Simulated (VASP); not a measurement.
A run of VASP 6.6.1 is set up as follows.

File INCAR:

```
SYSTEM = SrO
PREC     = Accurate       ! precision mode
ENCUT    = 520            ! plane-wave cutoff, eV
EDIFF    = 1E-8           ! SCF threshold, eV
ISMEAR   = 0              ! smearing method
SIGMA    = 0.01           ! smearing width, eV
LREAL    = .False.        ! projectors in reciprocal space
LASPH    = .True.         ! aspherical terms in the spheres
NELM     = 60             ! most SCF steps
ALGO     = Normal         ! electronic algorithm
ISIF     = 2              ! what is computed and relaxed
LWAVE    = .False.        ! write WAVECAR
LCHARG   = .False.        ! write CHGCAR
METAGGA  = R2SCAN         ! meta-GGA
LMIXTAU  = .True.       
NBANDS   = 15             ! bands
IBRION   = 6              ! ionic algorithm
NFREE    = 2            
POTIM    = 0.015          ! step
NSW      = 1              ! ionic steps
```

Contents of KPOINTS:

```
Automatic mesh
0
Gamma
  8 8 8
  0 0 0
```

Contents of POSCAR:

```
SrO
1.0
    0.0000000000      2.5800000000      2.5800000000
    2.5800000000      0.0000000000      2.5800000000
    2.5800000000      2.5800000000      0.0000000000
Sr O
1 1
Direct
    0.0000000000      0.0000000000      0.0000000000
    0.5000000000      0.5000000000      0.5000000000
```

Potentials or basis: VASP PAW PBE potentials, release 64 (Sr_sv, O).

The run is started by

```bash
$ cat potpaw_PBE.64/Sr_sv/POTCAR potpaw_PBE.64/O/POTCAR > POTCAR
$ mpirun -np 1 vasp_std > vasp.out
```

(1) Predict the highest phonon frequency at Γ, LO-TO splitting left out.

Results:

(1) 221 cm⁻¹.
